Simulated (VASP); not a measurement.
Runs of VASP 6.6.1 on MgS. The structure is that of space group P-6m2 (No. 187), or close to it. The cells are those of the table. 

```csv
task,cell,k mesh,cutoff (eV),smearing,gap on the mesh (eV),pressure (GPa)
relaxation of cell and atoms,"relaxed from a = 3.612, b = 3.612, c = 3.306 Å, angles 90.0, 90.0, 120.0°, 2 atoms",12 × 12 × 8,600,gaussian 0.02 eV,1.13,0.0
single point,"a = 3.611, b = 3.611, c = 3.305 Å, angles 90.0, 90.0, 120.0°, 2 atoms",12 × 12 × 8,520,gaussian 0.02 eV,1.13,-0.3
single point,"a = 3.313, b = 3.610, c = 3.610 Å, angles 60.0, 90.0, 90.0°, 2 atoms",4 × 6 × 6,520,gaussian 0.1 eV,1.13,(a)
single point,"a = 3.612, b = 3.612, c = 3.306 Å, angles 90.0, 90.0, 120.0°, 2 atoms",6 × 6 × 6,520,gaussian 0.1 eV,1.13,-0.3
single point,"a = 4.620, b = 2.987, c = 2.987 Å, angles 57.3, 90.0, 90.0°, 2 atoms",4 × 6 × 6,520,gaussian 0.1 eV,none,4.9
```

Alike in all rows: level PBE; potentials or basis VASP PAW PBE potentials, release 64 (Mg, S); no spin polarisation.

Question: Fill in the values left out.

Answer: (a) -0.2.

Caveats: some runs use coarse meshes.

A k mesh can miss the band edges.

A gap of «none» marks levels without a gap at the run's occupations.
